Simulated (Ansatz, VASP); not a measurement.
## Two plane-wave programs on Nb

Contents of POSCAR:

```
Nb
1.0
   -1.6511317439      1.6511317439      1.6511317439
    1.6511317439     -1.6511317439      1.6511317439
    1.6511317439      1.6511317439     -1.6511317439
Nb
1
Direct
    0.0000000000      0.0000000000      0.0000000000
```

Contents of INCAR.step1:

```
SYSTEM = Nb
PREC     = Accurate       ! precision mode
ENCUT    = 520            ! plane-wave cutoff, eV
ISMEAR   = 1              ! smearing method
SIGMA    = 0.03           ! smearing width, eV
LREAL    = .FALSE.        ! projectors in reciprocal space
LASPH    = .TRUE.         ! aspherical terms in the spheres
NELM     = 80             ! most SCF steps
NBANDS   = 12             ! bands
GGA      = PE             ! functional
ALGO     = Normal         ! electronic algorithm
EDIFF    = 1E-4           ! SCF threshold, eV
LWAVE    = .TRUE.         ! write WAVECAR
LCHARG   = .FALSE.        ! write CHGCAR
```

Contents of INCAR.step2:

```
SYSTEM = Nb
PREC     = Accurate       ! precision mode
ENCUT    = 520            ! plane-wave cutoff, eV
EDIFF    = 1E-7           ! SCF threshold, eV
ISMEAR   = 1              ! smearing method
SIGMA    = 0.03           ! smearing width, eV
LREAL    = .FALSE.        ! projectors in reciprocal space
LASPH    = .TRUE.         ! aspherical terms in the spheres
NELM     = 80             ! most SCF steps
ALGO     = Normal         ! electronic algorithm
ISIF     = 2              ! what is computed and relaxed
LWAVE    = .FALSE.        ! write WAVECAR
LCHARG   = .FALSE.        ! write CHGCAR
METAGGA  = R2SCAN         ! meta-GGA
LMIXTAU  = .TRUE.       
NBANDS   = 12             ! bands
ISTART   = 1
```

The input KPOINTS:

```
Automatic mesh
0
G
  13 13 13
  0 0 0
```

Input for Ansatz:

```yaml
crystal:
  lattice:
    - [-1.6511317439, 1.6511317439, 1.6511317439]
    - [1.6511317439, -1.6511317439, 1.6511317439]
    - [1.6511317439, 1.6511317439, -1.6511317439]
  atoms:
    - { symbol: Nb, position: [0.0, 0.0, 0.0] }
hamiltonian:
  xc: r2scan
  pseudopotentials:
    kind: paw
    azcp:
      Nb: "pseudopotentials/Nb.paw.azcp"
basis:
  ecutwfc: 500
  fft_grid_basis: typed
kpoints:
  mp_grid: { grid: [13, 13, 13], shift: [0, 0, 0] }
magnetization:
  spin_polarized: false
scf:
  occupations: { method: cold, width: 0.03 }
  lower_state_search: "off"
output:
  stress: true
  write_density: true
  write_potential: true
  elf: true
  volumetric_format: npy
```

Alike in both runs: task single point; functional r2SCAN; k mesh 13 × 13 × 13; no spin polarisation.

|  | VASP | Ansatz |
| --- | --- | --- |
| version | VASP 6.6.1 | Ansatz 0.2.0 |
| potentials or method | VASP PAW PBE potentials, release 64 (Nb_sv), cutoff 520 eV | plane waves (500 eV) with PAW, scalar-relativistic |
| occupations | methfessel-paxton of order 1, width 0.03 eV | cold, width 0.03 eV |
| valence electrons in the cell | 13 | 13 |

```csv
,VASP,Ansatz,Ansatz less VASP
pressure (GPa),-0.7,-0.6,+0.19
```

VASP's potentials were made for PBE, not for r2SCAN.
